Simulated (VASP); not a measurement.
# Bi2Te3 (Tellurobismuthite) (R3m) in VASP: notebook

The runs below take Bi2Te3 (Tellurobismuthite) through single point, with PBE.

All numbers are computed with VASP 6.6.1; they aren't measurements. Logs are shortened: lines on timing, memory, paths and dates and some standing lists are left out, and cuts for length are marked.

**1. The cell of the first run**

It takes space group R3m (No. 160, trigonal). The conventional cell has a = 4.489 Å, b = 4.489 Å, c = 30.329 Å, α = 90.00°, β = 90.00°, γ = 120.00°. Within 4.0 Å of Bi (site symmetry 3m) lie 3 Te at 3.08 Å and 3 Bi at 3.48 Å. Within 4.4 Å of Bi (site symmetry 3m) lie 3 Te at 3.32 Å and 3 Bi at 3.48 Å. Within 4.1 Å of Te (site symmetry 3m) lie 6 Te at 3.09 to 3.50 Å. Te (site symmetry 3m) has 3 Bi at 3.08 Å and 3 Te at 3.50 Å within 4.0 Å. Within 4.1 Å of Te (site symmetry 3m) lie 3 Te at 3.09 Å and 3 Bi at 3.32 Å.

**2. Single point, PBE**

The input, INCAR:

```
PREC     = Accurate       # precision mode
ENCUT    = 520            # plane-wave cutoff, eV
EDIFF    = 1E-6           # SCF threshold, eV
ISMEAR   = -1             # smearing method
SIGMA    = 0.05           # smearing width, eV
LREAL    = F              # projectors in reciprocal space
LASPH    = T              # aspherical terms in the spheres
NELM     = 60             # most SCF steps
ALGO     = Normal         # electronic algorithm
ISIF     = 2              # what is computed and relaxed
LWAVE    = F              # write WAVECAR
LCHARG   = F              # write CHGCAR
GGA      = PE             # functional
NBANDS   = 32             # bands
```

The input, KPOINTS:

```
regular mesh
0
Gamma
  6 6 6
```

The input, POSCAR:

```
Bi2Te3
1.0
    2.2447113540      1.2959846339     10.1097561013
   -2.2447113540      1.2959846339     10.1097561013
    0.0000000000     -2.5919692677     10.1097561013
Bi Te
2 3
Direct
    0.1880000000      0.1880000000      0.1880000000
    0.5980000000      0.5980000000      0.5980000000
    0.3890000000      0.3890000000      0.3890000000
    0.8000000000      0.8000000000      0.8000000000
    0.0000000000      0.0000000000      0.0000000000
```

Potentials or basis: VASP PAW PBE potentials, release 64 (Bi_d, Te).

Run with:

```sh
$ cat potpaw_PBE.64/Bi_d/POTCAR potpaw_PBE.64/Te/POTCAR > POTCAR
$ mpirun -np 1 vasp_std > vasp.out
```

OUTCAR:

```text
PREC = Accurate
   ENCUT = 520
   EDIFF = 1E-6
   ISMEAR = -1
   LREAL = F
   LASPH = T
   NELM = 60
   ISIF = 2
   GGA = PE

 ion  position               nearest neighbor table
   1  0.188  0.188  0.188-   4 3.08   4 3.08   4 3.08   2 3.48   2 3.48   2 3.48
   2  0.598  0.598  0.598-   5 3.32   5 3.32   5 3.32   1 3.48   1 3.48   1 3.48
   3  0.389  0.389  0.389-   5 3.09   5 3.09   5 3.09   4 3.50   4 3.50   4 3.50
   4  0.800  0.800  0.800-   1 3.08   1 3.08   1 3.08   3 3.50   3 3.50   3 3.50
   5  0.000  0.000  0.000-   3 3.09   3 3.09   3 3.09   2 3.32   2 3.32   2 3.32

  LATTYP: Found a trigonal (rhomboedric) cell.
 ALAT       =    10.4367367343
 COS(alpha) =     0.9074829993

  Lattice vectors:

 A1 = (   2.2447113540,   1.2959846339,  10.1097561013)
 A2 = (  -2.2447113540,   1.2959846339,  10.1097561013)
 A3 = (   0.0000000000,  -2.5919692677,  10.1097561013)

Analysis of symmetry for initial positions (statically):
=====================================================================
 Subroutine PRICEL returns:
 Original cell was already a primitive cell.

 Routine SETGRP: Setting up the symmetry group for a
 trigonal (rhombohedral) supercell.

 Subroutine GETGRP returns: Found  6 space group operations
 (whereof  6 operations were pure point group operations)
 out of a pool of 12 trial point group operations.

The static configuration has the point symmetry C_3v.

Analysis of symmetry for dynamics (positions and initial velocities):
=====================================================================
 Subroutine PRICEL returns:
 Original cell was already a primitive cell.

 Routine SETGRP: Setting up the symmetry group for a
 trigonal (rhombohedral) supercell.

 Subroutine GETGRP returns: Found  6 space group operations
 (whereof  6 operations were pure point group operations)
 out of a pool of 12 trial point group operations.

The dynamic configuration has the point symmetry C_3v.

 Subroutine INISYM returns: Found  6 space group operations
 (whereof  6 operations are pure point group operations),
 and found     1 'primitive' translations

----------------------------------------------------------------------------------------

                                     Primitive cell

  volume of cell :     176.4624

[... 87 lines left out ...]
   ICHARG =      2    charge: 1-file 2-atom 10-const
   ISPIN  =      1    spin polarized calculation?
   LNONCOLLINEAR =      F non collinear calculations
   LSORBIT =      F    spin-orbit coupling
   LASPH  =      T    aspherical Exc in radial PAW
   ENCUT  =  520.0 eV  38.22 Ry    6.18 a.u.  19.41 19.41 19.41*2*pi/ulx,y,z
   NELM   =     60;   NELMIN=  2; NELMDL= -5     # of ELM steps
   EDIFF  = 0.1E-05   stopping-criterion for ELM
   LREAL  =      F    real-space projection
   EDIFFG = 0.1E-04   stopping-criterion for IOM
   NSW    =      0    number of steps for IOM
   IBRION =     -1    ionic relax: 0-MD 1-quasi-New 2-CG
   NFREE  =      0    steps in history (QN), initial steepest desc. (CG)
   ISIF   =      2    stress and relaxation
   ISYM   =      2    0-nonsym 1-usesym 2-fastsym
   POTIM  = 0.5000    time-step for ionic-motion
   TEBEG  =    0.0;   TEEND  =   0.0 temperature during run
   PSTRESS=    0.0 pullay stress
   NELECT =      48.0000    total number of electrons
   NUPDOWN=      -1.0000    fix difference up-down
   EMIN   =  10.00;   EMAX   =-10.00  energy-range for DOS
   EFERMI =   0.00;   METHOD = LEGACY
   ISMEAR =    -1;   SIGMA  =   0.05  broadening in eV -4-tet -1-fermi 0-gaus
   EFERMI_NEDOS =   21; number of points for ismear=-14 and -15
   IALGO  =     38    algorithm
   IMIX   =      4    mixing-type and parameters
     AMIX     =   0.40;   BMIX     =  1.00
     AMIX_MAG =   1.60;   BMIX_MAG =  1.00
  volume/ion in A,a.u.               =      35.29       238.17
  Fermi-wavevector in a.u.,A,eV,Ry     =   1.060729  2.004487 15.308544  1.125146
  Thomas-Fermi vector in A             =   2.196120
   LORBIT       =      0    0 simple, 1 ext, 2 COOP (PROOUT), +10 PAW based schemes
   GGA     = PE    functional components
   LHFCALC =     F    Hartree Fock is set to
   AEXX    =    0.0000 exact exchange contribution
   IVDW    =     0    specifies the selected vdW correction
   LEPSILON=     F    determine dielectric tensor
   LRPA    =     F    only Hartree local field effects (RPA)
 non-spin polarized calculation
  energy-cutoff  :      520.00
  volume of cell :      176.46
 maximum number of plane-waves:      4783
 NGX is ok and might be reduce to    80
   NGX = 39   NGY = 39   NGZ = 39

 number of electron      48.0000004 magnetization

 Free energy of the ion-electron system (eV)
  ---------------------------------------------------
  ext. energy  EPLUGINS =         0.00000000
  ---------------------------------------------------
  free energy    TOTEN  =       -16.92757994 eV

  energy without entropy =      -16.91202016  energy(sigma->0) =      -16.91980005

 E-fermi :   5.8244     XC(G=0):  -9.1863

 val. band max:        5.8213431850   @ k =   0.5000   0.5000   0.3333
 cond. band min:       5.8319290074   @ k =   0.5000   0.3333   0.0000
 fundamental gap:      0.0105858224
 Fermi energy:         5.8243754518

 k-point     1 :       0.0000    0.0000    0.0000
  band No.  band energies     occupation
      1     -17.2518      2.00000
      2     -17.2518      2.00000
      3     -17.2307      2.00000
      4     -17.2307      2.00000
      5     -17.2264      2.00000
      6     -16.6611      2.00000
[... 829 lines left out ...]
     31      10.0161      0.00000
     32      11.0314      0.00000

 [... further k-points ...]
[... 5 lines left out ...]
  --------------------------------------------------------------------------------------
  -------------------------------------------------------------------------------------
  Total       -0.3594867     -0.3594866     -1.5025863      0.0000000     -0.0000000      0.0000000
  in kB       -3.2639319     -3.2639315    -13.6426184      0.0000000     -0.0000000      0.0000000
  external PRESSURE =      -6.7234939 kB  Pullay stress =       0.0000000 kB

 VOLUME and BASIS-vectors are now :
 -----------------------------------------------------------------------------
  energy-cutoff  :      520.00
  volume of cell :      176.46
      direct lattice vectors                 reciprocal lattice vectors
     2.244711354  1.295984634 10.109756101     0.222745788  0.128602348  0.032971452
    -2.244711354  1.295984634 10.109756101    -0.222745788  0.128602348  0.032971452
     0.000000000 -2.591969268 10.109756101     0.000000000 -0.257204696  0.032971452

 POSITION                                       TOTAL-FORCE (eV/Angst)
 -----------------------------------------------------------------------------------
      0.00000      0.00000      5.70190         0.000000      0.000000      0.619605
      0.00000      0.00000     18.13690         0.000000      0.000000      0.503429
      0.00000      0.00000     11.79809         0.000000      0.000000      0.505682
      0.00000      0.00000     24.26341         0.000000     -0.000000     -0.545364
      0.00000      0.00000      0.00000         0.000000     -0.000000     -1.083352
 -----------------------------------------------------------------------------------
    total drift:                               -0.000000      0.000001     -0.000191

  FREE ENERGIE OF THE ION-ELECTRON SYSTEM (eV)
  ---------------------------------------------------
  free  energy   TOTEN  =       -16.9275799351 eV

  energy  without entropy=      -16.9120201584  energy(sigma->0) =      -16.91980005
```

stdout:

```text
POSCAR found type information on POSCAR BiTe
 POSCAR found :  2 types and       5 ions
 scaLAPACK will be used
 LDA part: xc-table for (Slater+PW92), standard interpolation
 POSCAR, INCAR and KPOINTS ok, starting setup
 FFT: planning ... GRIDC
 FFT: planning ... GRID_SOFT
 FFT: planning ... GRID
 WAVECAR not read
 entering main loop
```

It took 10 min on 1 thread of AMD EPYC 9R45 (Zen 5), shared host; peak memory 0.93 GiB.

What came out:

```
Free energy            : -16.9276 eV
Pressure               : -0.7 GPa
Largest force          : 1.083 eV/Å
Band gap on the k mesh : zero (band 24 reaches 5.83 eV, above the bottom of band 25 at 5.74 eV)
```

Forces on the atoms (eV/Å):
```
Bi   0.000  0.000  0.620
Bi   0.000  0.000  0.503
Te   0.000  0.000  0.506
Te   0.000  0.000 -0.545
Te   0.000  0.000 -1.083
```

Caveat: spin-orbit coupling is left out, which moves the levels of the heavy elements; forces of over 1 eV/Å act on the atoms, so gaps and moduli don't describe the material at rest.

**3. Single point, PBE**

This run uses another cell than the first one, of 36.13 Å³/atom, 1.024 times its volume.

The input, INCAR:

```
SYSTEM = Bi2Te3
PREC = Accurate
ENCUT = 520
EDIFF = 1E-7
ISMEAR = -1
SIGMA = 0.05
LREAL = .False.
LASPH = .True.
NELM = 80
ALGO = Normal
ISIF = 2
LWAVE = .False.
LCHARG = .False.
GGA = PE
NBANDS = 32
```

The input, KPOINTS:

```
Automatic mesh
0
Gamma
  6 6 6
  0 0 0
```

Edit POSCAR of step 2 so:

```diff
@@ -2,5 +2,5 @@
 1.0
-    2.2447113540      1.2959846339     10.1097561013
-   -2.2447113540      1.2959846339     10.1097561013
-    0.0000000000     -2.5919692677     10.1097561013
+    2.2623869743      1.3061896574     10.1893637577
+   -2.2623869743      1.3061896574     10.1893637577
+    0.0000000000     -2.6123793149     10.1893637577
 Bi Te
```

Potentials or basis: VASP PAW PBE potentials, release 64 (Bi_d, Te).

Run with:

```sh
$ cat potpaw_PBE.64/Bi_d/POTCAR potpaw_PBE.64/Te/POTCAR > POTCAR
$ mpirun -np 1 vasp_std > vasp.out
```

It took 11 min on 1 thread of AMD EPYC 9R45 (Zen 5), shared host; peak memory 0.94 GiB.

It converged, with:

```yaml
Free_energy: -16.8981 eV
Pressure: -1.6 GPa
Largest_force: 1.011 eV/Å
Band_gap_on_the_k_mesh: zero (band 24 reaches 5.56 eV, above the bottom of band 25 at 5.46 eV)
```

Forces on the atoms (eV/Å):
```
Bi   0.000  0.000  0.512
Bi   0.000  0.000  0.513
Te   0.000  0.000  0.405
Te   0.000  0.000 -0.419
Te   0.000  0.000 -1.011
```

Stress tensor (GPa, compression positive):
```
-1.26  0.00  0.00
 0.00 -1.26  0.00
 0.00  0.00 -2.31
```

Levels at points of the mesh, in eV from the Fermi level:
```
           k point  band 20  band 21  band 22  band 23  band 24  band 25  band 26  band 27  band 28  band 29
(0.00, 0.00, 0.00)    -1.91    -1.91    -0.46    -0.33    -0.33    -0.09     0.36     0.36     2.05     2.05
(0.50, 0.00, 0.00)    -2.97    -2.91    -1.93    -0.21    -0.20    -0.08     0.51     2.32     2.76     3.23
(0.50, 0.50, 0.00)    -2.66    -2.12    -1.64    -0.89    -0.40     0.41     1.16     1.65     2.40     2.49
(0.50, 0.50, 0.50)    -1.88    -1.72    -0.88    -0.55    -0.55     0.42     0.87     0.87     1.63     1.63
```

Caveat: spin-orbit coupling is left out, which moves the levels of the heavy elements; forces of over 1 eV/Å act on the atoms, so gaps and moduli don't describe the material at rest.

**4. Single point, PBE**

This run uses another cell than the first one, of 36.97 Å³/atom, 1.048 times its volume.

The input, INCAR:

```
PREC = Accurate ; ENCUT = 520
EDIFF = 1E-6 ; ISMEAR = -1
SIGMA = 0.05 ; LREAL = F
LASPH = T ; NELM = 100
ALGO = Normal ; ISIF = 2
LWAVE = F ; LCHARG = F
GGA = PE ; NBANDS = 32
```

The input, KPOINTS:

```
Automatic mesh
0
Gamma
  6 6 6
```

Edit POSCAR of step 3 so:

```diff
@@ -2,5 +2,5 @@
 1.0
-    2.2623869743      1.3061896574     10.1893637577
-   -2.2623869743      1.3061896574     10.1893637577
-    0.0000000000     -2.6123793149     10.1893637577
+    2.2797906350      1.3162376651     10.2677465592
+   -2.2797906350      1.3162376651     10.2677465592
+    0.0000000000     -2.6324753301     10.2677465592
 Bi Te
```

Potentials or basis: VASP PAW PBE potentials, release 64 (Bi_d, Te).

Run with:

```sh
$ cat potpaw_PBE.64/Bi_d/POTCAR potpaw_PBE.64/Te/POTCAR > POTCAR
$ mpirun -np 1 vasp_std > vasp.out
```

OUTCAR:

```text
PREC = Accurate
   ENCUT = 520
   EDIFF = 1E-6
   ISMEAR = -1
   LREAL = F
   LASPH = T
   NELM = 100
   ISIF = 2
   GGA = PE

 ion  position               nearest neighbor table
   1  0.188  0.188  0.188-   4 3.12   4 3.12   4 3.12   2 3.54   2 3.54   2 3.54
   2  0.598  0.598  0.598-   5 3.38   5 3.38   5 3.38   1 3.54   1 3.54   1 3.54
   3  0.389  0.389  0.389-   5 3.14   5 3.14   5 3.14   4 3.56   4 3.56   4 3.56
   4  0.800  0.800  0.800-   1 3.12   1 3.12   1 3.12   3 3.56   3 3.56   3 3.56
   5  0.000  0.000  0.000-   3 3.14   3 3.14   3 3.14   2 3.38   2 3.38   2 3.38
[... 1044 lines left out ...]
  -------------------------------------------------------------------------------------
  Total       -2.4066656     -2.4066654     -3.6325387      0.0000000     -0.0000000      0.0000000
  in kB      -20.8579041    -20.8579018    -31.4822066      0.0000000     -0.0000000      0.0000000
  external PRESSURE =     -24.3993375 kB  Pullay stress =       0.0000000 kB

 VOLUME and BASIS-vectors are now :
 -----------------------------------------------------------------------------
  energy-cutoff  :      520.00
  volume of cell :      184.87
      direct lattice vectors                 reciprocal lattice vectors
     2.279790635  1.316237665 10.267746559     0.219318385  0.126623535  0.032464118
    -2.279790635  1.316237665 10.267746559    -0.219318385  0.126623535  0.032464118
     0.000000000 -2.632475330 10.267746559     0.000000000 -0.253247071  0.032464118

 POSITION                                       TOTAL-FORCE (eV/Angst)
 -----------------------------------------------------------------------------------
      0.00000      0.00000      5.79101         0.000000      0.000000      0.412360
      0.00000      0.00000     18.42034         0.000000      0.000000      0.521201
      0.00000      0.00000     11.98246         0.000000      0.000000      0.312067
      0.00000      0.00000     24.64259         0.000000     -0.000000     -0.302006
      0.00000      0.00000      0.00000         0.000000     -0.000000     -0.943622
 -----------------------------------------------------------------------------------
    total drift:                                0.000000      0.000001      0.000605

  FREE ENERGIE OF THE ION-ELECTRON SYSTEM (eV)
  ---------------------------------------------------
  free  energy   TOTEN  =       -16.8457030467 eV

  energy  without entropy=      -16.8286190692  energy(sigma->0) =      -16.83716106
```

OSZICAR:

```text
N       E                     dE             d eps       ncg     rms          rms(c)
DAV:   1     0.424824408151E+03    0.42482E+03   -0.21545E+04  2048   0.142E+03
DAV:   2     0.266179291306E+02   -0.39821E+03   -0.38327E+03  2184   0.366E+02
DAV:   3    -0.150856307919E+02   -0.41704E+02   -0.40026E+02  2592   0.133E+02
DAV:   4    -0.168195874964E+02   -0.17340E+01   -0.17266E+01  2224   0.300E+01
DAV:   5    -0.169011281514E+02   -0.81541E-01   -0.81535E-01  3072   0.623E+00    0.108E+01
DAV:   6    -0.168371015351E+02    0.64027E-01   -0.94560E-02  2560   0.593E+00    0.666E+00
DAV:   7    -0.168644874013E+02   -0.27386E-01   -0.97211E-02  2208   0.215E+00    0.145E+00
DAV:   8    -0.168460254694E+02    0.18462E-01   -0.19926E-02  2240   0.121E+00    0.428E-01
DAV:   9    -0.168456300227E+02    0.39545E-03   -0.55746E-03  2256   0.498E-01    0.375E-01
DAV:  10    -0.168457110539E+02   -0.81031E-04   -0.15563E-03  2456   0.244E-01    0.240E-01
DAV:  11    -0.168457109531E+02    0.10078E-06   -0.19467E-04  2576   0.106E-01    0.982E-02
DAV:  12    -0.168457025025E+02    0.84506E-05   -0.56824E-05  2256   0.454E-02    0.215E-02
DAV:  13    -0.168457030467E+02   -0.54418E-06   -0.43653E-06  2216   0.125E-02
   1 F= -.16845703E+02 E0= -.16837161E+02  d E =-.170840E-01
```

It took 11 min on 1 thread of AMD EPYC 9R45 (Zen 5), shared host; peak memory 0.94 GiB.

Results:

| Quantity | Value |
| --- | --- |
| Free energy | -16.8457 eV |
| Pressure | -2.4 GPa |
| Largest force | 0.944 eV/Å |
| Band gap on the k mesh | zero (band 24 reaches 5.30 eV, above the bottom of band 25 at 5.18 eV) |

Forces in eV/Å, atoms in the order of the input:
```
Bi   0.000  0.000  0.412
Bi   0.000  0.000  0.521
Te   0.000  0.000  0.312
Te   0.000  0.000 -0.302
Te   0.000  0.000 -0.944
```

Stress tensor (GPa, compression positive):
```
-2.09  0.00  0.00
 0.00 -2.09  0.00
 0.00  0.00 -3.15
```

Caveat: spin-orbit coupling is left out, which moves the levels of the heavy elements.

**5. The runs side by side**

```tsv
cell	gap on the mesh (eV)	pressure (GPa)	largest force (eV/Å)
a = 10.437 Å, angles 24.8°, 5 atoms	none	-0.7	1.08
a = 10.519 Å, angles 24.8°, 5 atoms	none	-1.6	1.01
a = 10.600 Å, angles 24.8°, 5 atoms	none	-2.4	0.94
```

Alike in all rows: task single point; level PBE; potentials or basis VASP PAW PBE potentials, release 64 (Bi_d, Te); no spin polarisation; k mesh 6 × 6 × 6; cutoff (eV) 520; smearing fermi-dirac 0.05 eV.

Caveats: spin-orbit coupling is left out, which moves the levels of the heavy elements; forces of over 1 eV/Å act on the atoms, so gaps and moduli don't describe the material at rest (some runs).

Total energies depend on the potentials used, so only differences within one code and one set of settings carry meaning.
